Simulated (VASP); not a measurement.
A run of VASP 6.6.1 is set up as follows.

File INCAR:

```
SYSTEM = MgS
  PREC = Accurate
  ENCUT = 520
  EDIFF = 1E-7
  ISMEAR = 0
  SIGMA = 0.02
  LREAL = .False.
  LASPH = .True.
  NELM = 100
  ALGO = Normal
  ISIF = 2
  LWAVE = .False.
  LCHARG = .False.
  GGA = PS
  NBANDS = 11
```

KPOINTS

```
regular mesh
0
Gamma
  8 8 8
  0 0 0
```

File POSCAR:

```
MgS
1.0
    0.0000000000      2.5909736081      2.5909736081
    2.5909736081      0.0000000000      2.5909736081
    2.5909736081      2.5909736081      0.0000000000
Mg S
1 1
Direct
    0.0000000000      0.0000000000      0.0000000000
    0.5000000000      0.5000000000      0.5000000000
```

Potentials or basis: VASP PAW PBE potentials, release 64 (Mg, S).

Run with:

```sh
$ cat potpaw_PBE.64/Mg/POTCAR potpaw_PBE.64/S/POTCAR > POTCAR
$ mpirun -np 1 vasp_std > vasp.out
```

(1) Estimate the pressure.

(2) What does it give for the band gap on the k mesh?

## Answers

(1) -0.2 GPa.

(2) 2.73 eV, indirect (least direct gap 3.69 eV).

Caveat: the PAW data sets were made with another functional, which shifts forces and pressure a little.
